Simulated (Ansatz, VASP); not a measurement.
**Cu: VASP beside Ansatz**

```
Cu
1.0
    -1.44279    1.47886    1.37608
     1.44279   -1.47886    1.37608
     1.44279    1.47886   -1.37608
Cu
1
Direct
  0.00000 0.00000 0.00000
```

Change from the starting cell: strain +0.0250 x Voigt [0, 1, 0, 0, 0, 0], atoms carried along.

Alike in both runs: task single point; functional PBEsol; k mesh 24 × 24 × 24; occupations gaussian, width 0.15 eV; no spin polarisation.

|  | VASP | Ansatz |
| --- | --- | --- |
| version | VASP 6.6.1 | Ansatz 0.2.0 |
| potentials or method | VASP PAW PBE potentials, release 64 (Cu), cutoff 520 eV | scalar-relativistic, plane waves, PAW |
| valence electrons in the cell | 11 | 19 |

Ansatz gave:

| Property | Result |
| --- | --- |
| gap on the k mesh at the Fermi level (eV) | none |
| pressure (GPa) | -5.1 |
| traceless stress, the component that is largest in VASP (GPa) | 0.42 |

Task: Estimate VASP's values.

Result: gap on the k mesh at the Fermi level (eV): none; pressure (GPa): -4.3; traceless stress, the component that is largest in VASP (GPa): 0.42.

VASP's potentials were made for PBE, not for PBEsol. A gap of «none» marks a metal or a gap that the smearing closes. VASP's potentials hold 11 valence electrons a cell and Ansatz's 19, so a difference there can come from the potentials and not from the codes.
